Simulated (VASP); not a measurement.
Pd, 1 atom in the cell. The structure is cubic, space group Fm-3m (No. 225). The conventional cell has a = 3.842 Å, b = 3.842 Å, c = 3.842 Å, α = 90.00°, β = 90.00°, γ = 90.00°. Pd (site symmetry m-3m) has 12 Pd at 2.72 Å within 3.6 Å. 

```yaml
Program: VASP 6.6.1
Task: single point
Functional: LDA
Potentials_or_basis: VASP PAW LDA potentials, release 64 (Pd)
Cutoff: 520 eV
k_mesh: 14 × 14 × 14
Occupations: fermi-dirac, width 0.1 eV
Spin: no spin polarisation
Dipole_correction: no
Further_INCAR_settings: ALGO = Normal; EDIFF = 1e-07; NBANDS = 11
```

Potentials or basis: VASP PAW LDA potentials, release 64 (Pd).

Run with:

```sh
$ cat potpaw_LDA.64/Pd/POTCAR > POTCAR
$ mpirun -np 1 vasp_std > vasp.out
```

Hardware: 1 thread of Intel(R) Xeon(R) Platinum 8259CL CPU @ 2.50GHz (Skylake/Cascade Lake), on a shared host.

Task: How long does it take, and how much memory?

Result: Wall time 11 s on 1 thread of Intel(R) Xeon(R) Platinum 8259CL CPU @ 2.50GHz (Skylake/Cascade Lake), with other jobs on the host, peak memory 0.13 GiB. Counts: scf iterations 12, k points 104.
